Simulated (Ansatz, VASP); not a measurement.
## NbBr3: VASP beside Ansatz

INCAR

```
  PREC = Accurate
  ENCUT = 520
  EDIFF = 1E-6
  ISMEAR = 0
  SIGMA = 0.05
  LREAL = False
  LASPH = True
  NELM = 60
  ALGO = Normal
  ISIF = 2
  LWAVE = False
  LCHARG = False
  GGA = PE
  NBANDS = 25
```

Contents of KPOINTS:

```
regular mesh
0
Gamma
  6 6 6
```

The input POSCAR:

```
NbBr3
1.0
    5.2500065915      0.0000000000      0.0000000000
    0.0000000000      5.2500065915      0.0000000000
    0.0000000000      0.0000000000      5.2500065915
Nb Br
1 3
Direct
    0.0000000000      0.0000000000      0.0000000000
    0.5000000000      0.0000000000      0.0000000000
    0.0000000000      0.0000000000      0.5000000000
    0.0000000000      0.5000000000      0.0000000000
```

Input for Ansatz:

```yaml
crystal:
  lattice:
    - [5.2500065915, 0.0, 0.0]
    - [0.0, 5.2500065915, 0.0]
    - [0.0, 0.0, 5.2500065915]
  atoms:
    - { symbol: Nb, position: [0.0, 0.0, 0.0] }
    - { symbol: Br, position: [0.5, 0.0, 0.0] }
    - { symbol: Br, position: [0.0, 0.0, 0.5] }
    - { symbol: Br, position: [0.0, 0.5, 0.0] }
basis:
  ecutwfc: 420
  ecutrho_ratio: 4
kpoints:
  mp_grid: { grid: [6, 6, 6] }
hamiltonian:
  xc: pbe
scf:
  occupations: { method: gaussian, width: 0.05 }
output:
  forces: true
  stress: true
  eigenvalues: true
```

Alike in both runs: task single point; functional PBE; k mesh 6 × 6 × 6; occupations gaussian, width 0.05 eV; no spin polarisation.

```csv
,VASP,Ansatz
version,VASP 6.6.1,Ansatz 0.2.0
potentials or method,"VASP PAW PBE potentials, release 64 (Nb_sv, Br), cutoff 520 eV","scalar-relativistic, plane waves, PAW"
valence electrons in the cell,34,34
```

```tsv
	VASP	Ansatz	Ansatz less VASP
gap on the k mesh at the Fermi level (eV)	none	none	-
pressure (GPa)	-1.4	-1.4	+0.04
```

A gap of «none» marks a metal or a gap that the smearing closes.
